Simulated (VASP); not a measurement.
Runs of VASP 6.6.1 on LiCl. The structure is that of space group F-43m (No. 216), or close to it. The cells are those of the table. 

```tsv
level	cell	k mesh	smearing	grid for exact exchange (PRECFOCK)	screening parameter	gap on the mesh (eV)
HSE06	a = 3.865 Å, angles 60.0°, 2 atoms	6 × 6 × 6	gaussian 0.01 eV	Normal	0.2079 1/Å	(b)
PBE	a = 3.943 Å, angles 58.7°, 2 atoms	8 × 8 × 8	fermi-dirac 0.02 eV	-	-	(c)
PBE	a = 4.020 Å, angles 60.0°, 2 atoms	8 × 8 × 8	fermi-dirac 0.02 eV	-	-	5.67
HSE06	a = 4.020 Å, angles 60.0°, 2 atoms	6 × 6 × 6	gaussian 0.01 eV	Normal	0.2079 1/Å	6.97
PBE	a = 3.865, b = 3.924, c = 3.924 Å, angles 59.0, 60.5, 60.5°, 2 atoms	8 × 8 × 8	fermi-dirac 0.02 eV	-	-	5.93
r2SCAN	a = 3.875, b = 3.875, c = 3.865 Å, angles 60.1, 60.1, 59.8°, 2 atoms	8 × 8 × 8	gaussian 0.01 eV	-	-	6.75
PBE	a = 3.865, b = 3.924, c = 3.924 Å, angles 59.0, 60.5, 60.5°, 2 atoms	4 × 4 × 4	gaussian 0.01 eV	-	-	5.93
PBE	a = 3.875, b = 3.875, c = 3.865 Å, angles 60.1, 60.1, 59.8°, 2 atoms	8 × 8 × 8	fermi-dirac 0.02 eV	-	-	(a)
r2SCAN	a = 4.020 Å, angles 60.0°, 2 atoms	8 × 8 × 8	gaussian 0.01 eV	-	-	6.34
r2SCAN	a = 3.865, b = 3.924, c = 3.924 Å, angles 59.0, 60.5, 60.5°, 2 atoms	8 × 8 × 8	gaussian 0.01 eV	-	-	6.64
```

Alike in all rows: task single point; potentials or basis VASP PAW PBE potentials, release 64 (Li_sv, Cl); no spin polarisation; cutoff (eV) 520.

**Question.** Fill in the values left out.

**Answer.** (a) 6.03; (b) 7.39; (c) 5.91.

Caveats: some runs use coarse meshes.

A k mesh can miss the band edges.
